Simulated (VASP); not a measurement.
Crystal: Mg2ZnO3.

```
CELL_PARAMETERS angstrom
3.03016 0.00000 0.00000
-1.51508 2.62420 0.00000
0.00000 0.00000 7.39546
ATOMIC_POSITIONS crystal
Mg 0.33333 0.66667 0.66581
Mg 0.66667 0.33333 0.33419
Zn 0.00000 0.00000 0.00000
O 0.33333 0.66667 0.17247
O 0.66667 0.33333 0.82753
O 0.00000 0.00000 0.50000
```

| Quantity | Value |
| --- | --- |
| Program | VASP 6.6.1 |
| Task | relaxation of cell and atoms |
| Functional | PBEsol |
| Potentials or basis | VASP PAW PBE potentials, release 64 (Mg, Zn, O) |
| Cutoff | 600 eV |
| k mesh | 12 × 12 × 4 |
| Occupations | fermi-dirac, width 0.02 eV |
| Spin | no spin polarisation |

At the start: pressure -5.6 GPa; volume 9.80 Å³/atom.

Problem. How do energy, volume and symmetry change on relaxing?

Solution. Over 9 steps the energy falls by 6.2 meV/atom and the volume is 9.46 Å³/atom (-3.5 %); space group P-3m1 (No. 164, to 0.1 Å) before and after.

Step by step:
```
step  energy change (eV)  largest force (eV/Å)  pressure (GPa)  volume (Å³)
   1              0.0000                0.0838           -5.61        58.81
   2             -0.0310                0.0281            2.51        55.93
   3             -0.0374                0.0152            0.00        56.75
   4             -0.0374                0.0153            0.09        56.71
   5             -0.0374                0.0081            0.02        56.75
   6             -0.0374                0.0085           -0.03        56.76
   7             -0.0374                0.0096            0.00        56.76
   8             -0.0374                0.0081           -0.03        56.76
   9             -0.0375                0.0020            0.00        56.76
```

Final structure:
```
Mg Zn O
1.0
     2.99529    0.00000    0.00000
    -1.49764    2.59399    0.00000
     0.00000    0.00000    7.30462
Mg Zn O
2 1 3
Direct
  0.33333 0.66667 0.66603
  0.66667 0.33333 0.33397
  0.00000 0.00000 0.00000
  0.33333 0.66667 0.17198
  0.66667 0.33333 0.82802
  0.00000 0.00000 0.50000
```

Caveat: the PAW data sets were made with another functional, which shifts forces and pressure a little.
